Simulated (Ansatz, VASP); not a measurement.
## MoS2 in VASP and in Ansatz

File INCAR:

```
PREC = Accurate
ENCUT = 520
EDIFF = 1E-6
ISMEAR = -1
SIGMA = 0.05
LREAL = False
LASPH = True
NELM = 100
ALGO = Normal
ISIF = 2
LWAVE = False
LCHARG = False
GGA = PS
NBANDS = 35
```

KPOINTS

```
Automatic mesh
0
Gamma
  8 8 2
```

Contents of POSCAR:

```
MoS2
1.0
    3.1690000000     -0.0316900000      0.0000000000
   -1.6119443450      2.7602795046      0.0000000000
    0.0000000000      0.0000000000     12.3240000000
Mo S
2 4
Direct
    0.6666666667      0.3333333333      0.7500000000
    0.3333333333      0.6666666667      0.2500000000
    0.6666666667      0.3333333333      0.3770000000
    0.3333333333      0.6666666667      0.8770000000
    0.6666666667      0.3333333333      0.1230000000
    0.3333333333      0.6666666667      0.6230000000
```

Contents of input.yaml:

```yaml
crystal:
  lattice:
    - [3.169, -0.03169, 0.0]
    - [-1.611944345, 2.7602795046, 0.0]
    - [0.0, 0.0, 12.324]
  atoms:
    - { symbol: Mo, position: [0.6666666667, 0.3333333333, 0.75] }
    - { symbol: Mo, position: [0.3333333333, 0.6666666667, 0.25] }
    - { symbol: S, position: [0.6666666667, 0.3333333333, 0.377] }
    - { symbol: S, position: [0.3333333333, 0.6666666667, 0.877] }
    - { symbol: S, position: [0.6666666667, 0.3333333333, 0.123] }
    - { symbol: S, position: [0.3333333333, 0.6666666667, 0.623] }
hamiltonian:
  xc: pbesol
  pseudopotentials: { kind: paw }
kpoints:
  mp_grid: { grid: [8, 8, 2] }
  band_path:
    path:
      - [[0.0, 0.0, 0.0], [-0.5, 0.5, 0.0], [-0.6665333067, 0.3274914183, 0.0], [-0.5, 0.0, 0.0], [-0.5, 0.0, -0.5], [-0.3334666933, -0.3274914183, -0.5], [0.0, -0.5, -0.5], [0.0, -0.5, 0.0], [-0.3334666933, -0.3274914183, 0.0]]
      - [[-0.6665333067, 0.3274914183, -0.5], [-0.5, 0.5, -0.5], [0.0, 0.0, -0.5]]
      - [[-0.5, 0.5, 0.0], [-0.5, 0.5, -0.5]]
    npoints: 14
scf:
  occupations: { method: fermi_dirac, width: 0.05 }
  n_extra_bands: 15
output:
  forces: true
  stress: true
  eigenvalues: true
  fatbands: false
```

Alike in both runs: functional PBEsol; k mesh 8 × 8 × 2; occupations fermi-dirac, width 0.05 eV; no spin polarisation.

|  | VASP | Ansatz |
| --- | --- | --- |
| version | VASP 6.6.1 | Ansatz 0.2.0 |
| potentials or method | VASP PAW PBE potentials, release 64 (Mo_sv, S) | Ansatz PAW |
| plane-wave cutoff (eV) | 520 | 420 |
| valence electrons in the cell | 52 | 52 |
| task | single point | band structure |

```tsv
	VASP	Ansatz	Ansatz less VASP
gap on the k mesh at the Fermi level (eV)	0.94	0.93	-0.016
least direct gap on the mesh (eV)	1.92	1.91	-0.004
pressure (GPa)	-2.9	-2.9	+0.02
traceless stress, the component that is largest in VASP (GPa)	1.76	1.76	-0.002
rms of the force components (eV/Å)	0.154	0.155	+0.0006
```

VASP's potentials were made for PBE, not for PBEsol. Atom by atom the forces differ by 0.001 eV/Å (rms over components).
